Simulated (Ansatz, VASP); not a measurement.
## Two plane-wave programs on TiS2

File INCAR:

```
PREC = Accurate ; ENCUT = 500
EDIFF = 1E-6 ; ISMEAR = 0
SIGMA = 0.1 ; LREAL = F
LASPH = T ; NELM = 120
ALGO = Normal ; ISIF = 2
LWAVE = F ; LCHARG = F
NBANDS = 19 ; GGA_COMPAT = F
```

File KPOINTS:

```
regular mesh
0
Gamma
  6 6 4
```

The input POSCAR:

```
TiS2
1.0
    3.4120000000      0.0000000000      0.0000000000
   -1.7060000000      2.9548786777      0.0000000000
    0.0000000000      0.0000000000      5.6950000000
Ti S
1 2
Direct
    0.0000000000      0.0000000000      0.0000000000
    0.3333333333      0.6666666667      0.2500000000
    0.6666666667      0.3333333333      0.7500000000
```

Input for Ansatz:

```yaml
crystal:
  lattice:
    - [3.412, 0.0, 0.0]
    - [-1.706, 2.9548786777, 0.0]
    - [0.0, 0.0, 5.695]
  atoms:
    - { symbol: Ti, position: [0.0, 0.0, 0.0] }
    - { symbol: S, position: [0.3333333333, 0.6666666667, 0.25] }
    - { symbol: S, position: [0.6666666667, 0.3333333333, 0.75] }
basis:
  ecutwfc: 420
kpoints:
  mp_grid: { grid: [6, 6, 4] }
hamiltonian:
  xc: lda
scf:
  occupations: { method: gaussian, width: 0.1 }
output:
  forces: true
  stress: true
  eigenvalues: true
```

Alike in both runs: task single point; functional LDA; k mesh 6 × 6 × 4; occupations gaussian, width 0.1 eV; no spin polarisation.

|  | VASP | Ansatz |
| --- | --- | --- |
| version | VASP 6.6.1 | Ansatz 0.2.0 |
| potentials or method | VASP PAW LDA potentials, release 64 (Ti_sv, S), cutoff 500 eV | scalar-relativistic, plane waves, PAW |
| valence electrons in the cell | 24 | 24 |

VASP gave:

* gap on the k mesh at the Fermi level (eV): none
* pressure (GPa): -6.2
* traceless stress, the component that is largest in VASP (GPa): 1.13
* rms of the force components (eV/Å): 0.188

Problem. Which values does Ansatz return?

Solution. gap on the k mesh at the Fermi level (eV): none; pressure (GPa): -6.2; traceless stress, the component that is largest in VASP (GPa): 1.08; rms of the force components (eV/Å): 0.196.

LDA's correlation is that of Perdew and Zunger in VASP and of Perdew and Wang (1992) in Ansatz. Atom by atom the forces differ by 0.009 eV/Å (rms over components). A gap of «none» marks a metal or a gap that the smearing closes.
